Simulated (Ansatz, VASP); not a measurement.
# C: VASP beside Ansatz

Contents of INCAR:

```
PREC     = Accurate       # precision mode
ENCUT    = 520            # plane-wave cutoff, eV
EDIFF    = 1E-6           # SCF threshold, eV
ISMEAR   = 0              # smearing method
SIGMA    = 0.05           # smearing width, eV
LREAL    = False          # projectors in reciprocal space
LASPH    = True           # aspherical terms in the spheres
NELM     = 80             # most SCF steps
ALGO     = Normal         # electronic algorithm
ISIF     = 2              # what is computed and relaxed
LWAVE    = False          # write WAVECAR
LCHARG   = False          # write CHGCAR
GGA      = PE             # functional
NBANDS   = 11             # bands
```

KPOINTS

```
regular mesh
0
Gamma
  12 12 12
```

The input POSCAR:

```
C
1.0
    0.0000000000      1.8547360000      1.8547360000
    1.8547360000      0.0000000000      1.8547360000
    1.8547360000      1.8547360000      0.0000000000
C
2
Direct
    0.5000000000      0.5000000000      0.5000000000
    0.7500000000      0.7500000000      0.7500000000
```

Input for Ansatz:

```yaml
crystal:
  lattice:
    - [0.0, 1.854736, 1.854736]
    - [1.854736, 0.0, 1.854736]
    - [1.854736, 1.854736, 0.0]
  atoms:
    - { symbol: C, position: [0.5, 0.5, 0.5] }
    - { symbol: C, position: [0.75, 0.75, 0.75] }
basis:
  ecutwfc: 420
kpoints:
  mp_grid: { grid: [12, 12, 12] }
hamiltonian:
  xc: pbe
scf:
  occupations: { method: gaussian, width: 0.05 }
output:
  forces: true
  stress: true
  eigenvalues: true
```

Change from the starting cell: strain +0.040 along x and y, +0.040 along z, atoms carried along.

Alike in both runs: task single point; functional PBE; k mesh 12 × 12 × 12; occupations gaussian, width 0.05 eV; no spin polarisation.

|  | VASP | Ansatz |
| --- | --- | --- |
| version | VASP 6.6.1 | Ansatz 0.2.0 |
| potentials or method | VASP PAW PBE potentials, release 64 (C), cutoff 520 eV | scalar-relativistic, plane waves, PAW |
| valence electrons in the cell | 8 | 8 |

```tsv
	VASP	Ansatz	Ansatz less VASP
gap on the k mesh at the Fermi level (eV)	3.89	3.90	+0.009
least direct gap on the mesh (eV)	5.27	5.28	+0.008
pressure (GPa)	-39.5	-39.7	-0.27
```

Both programs put the cell under strong tension, so it lies far from rest at this level. With one functional, cell and mesh, what is left measures potentials, basis and numerics.

Noted on VASP's run: the cell as given lies far from equilibrium.
